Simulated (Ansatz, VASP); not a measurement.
# One calculation of Ga2PN, two programs

File INCAR:

```
SYSTEM = Ga2PN
PREC = Accurate
ENCUT = 520
EDIFF = 1E-6
ISMEAR = -1
SIGMA = 0.02
LREAL = .FALSE.
LASPH = .TRUE.
NELM = 80
ALGO = Normal
ISIF = 2
LWAVE = .FALSE.
LCHARG = .FALSE.
GGA = PE
NBANDS = 26
```

KPOINTS

```
Automatic mesh
0
G
  6 6 6
  0 0 0
```

Contents of POSCAR:

```
Ga2PN
1.0
    1.6262522751      0.9389171887      5.6465979936
   -1.6262522751      0.9389171887      5.6465979936
    0.0000000000     -1.8778343777      5.6465979936
N P Ga
1 1 2
Direct
    1.0000000000      0.0000000000      0.0000000000
    0.5000000000      0.5000000000      0.5000000000
    0.2629671295      0.2629671295      0.2629671295
    0.7370328705      0.7370328705      0.7370328705
```

Input for Ansatz:

```yaml
crystal:
  lattice:
    - [1.6262522751, 0.9389171887, 5.6465979936]
    - [-1.6262522751, 0.9389171887, 5.6465979936]
    - [0.0, -1.8778343777, 5.6465979936]
  atoms:
    - { symbol: "N", position: [1.0, 0.0, 0.0] }
    - { symbol: P, position: [0.5, 0.5, 0.5] }
    - { symbol: Ga, position: [0.2629671295, 0.2629671295, 0.2629671295] }
    - { symbol: Ga, position: [0.7370328705, 0.7370328705, 0.7370328705] }
kpoints:
  mp_grid: { grid: [6, 6, 6] }
hamiltonian:
  xc: pbe
scf:
  occupations: { method: fermi_dirac, width: 0.02 }
  n_extra_bands: 5
output:
  forces: true
  stress: true
  eigenvalues: true
```

Alike in both runs: task single point; functional PBE; k mesh 6 × 6 × 6; occupations fermi-dirac, width 0.02 eV; no spin polarisation.

|  | VASP | Ansatz |
| --- | --- | --- |
| version | VASP 6.6.1 | Ansatz 0.2.0 |
| potentials or method | VASP PAW PBE potentials, release 64 (N, P, Ga_d) | plane waves, PAW |
| plane-wave cutoff (eV) | 520 | 420 |
| valence electrons in the cell | 36 | 36 |

|  | VASP | Ansatz | Ansatz less VASP |
| --- | --- | --- | --- |
| pressure (GPa) | 4.7 | 4.5 | -0.20 |
| traceless stress, the component that is largest in VASP (GPa) | 1.88 | 1.89 | +0.008 |
| rms of the force components (eV/Å) | 0.057 | 0.069 | +0.0120 |

Atom by atom the forces differ by 0.012 eV/Å (rms over components).

The k mesh is coarse, so the values compare programs but aren't converged.
